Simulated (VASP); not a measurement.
In, 2 atoms in the cell. It takes space group Fd-3m (No. 227, cubic). Conventional cell: a = 5.280 Å, b = 5.280 Å, c = 5.280 Å, α = 90.00°, β = 90.00°, γ = 90.00°. Within 3.0 Å of In (site symmetry -43m) lie 4 In at 2.29 Å. This isn't the form of In at room conditions, which is tetragonal.

- Program: VASP 6.6.1
- Task: single point
- Functional: PBEsol
- Potentials or basis: VASP PAW PBE potentials, release 64 (In_d)
- Cutoff: 520 eV
- k mesh: 10 × 10 × 10
- Occupations: fermi-dirac, width 0.08 eV
- Spin: no spin polarisation
- Dipole correction: no
- Further INCAR settings: ALGO = Normal; EDIFF = 1e-06; NBANDS = 20

Potentials or basis: VASP PAW PBE potentials, release 64 (In_d).

Run with:

```sh
$ cat potpaw_PBE.64/In_d/POTCAR > POTCAR
$ mpirun -np 1 vasp_std > vasp.out
```

Hardware: 1 thread of AMD EPYC 7R13 (shared host).

**Question.** Estimate the wall time of this run.

**Answer.** Run time: 64 s on 1 thread of AMD EPYC 7R13, with other jobs on the host, peak memory 0.14 GiB. Counts: scf iterations 12, k points 47.
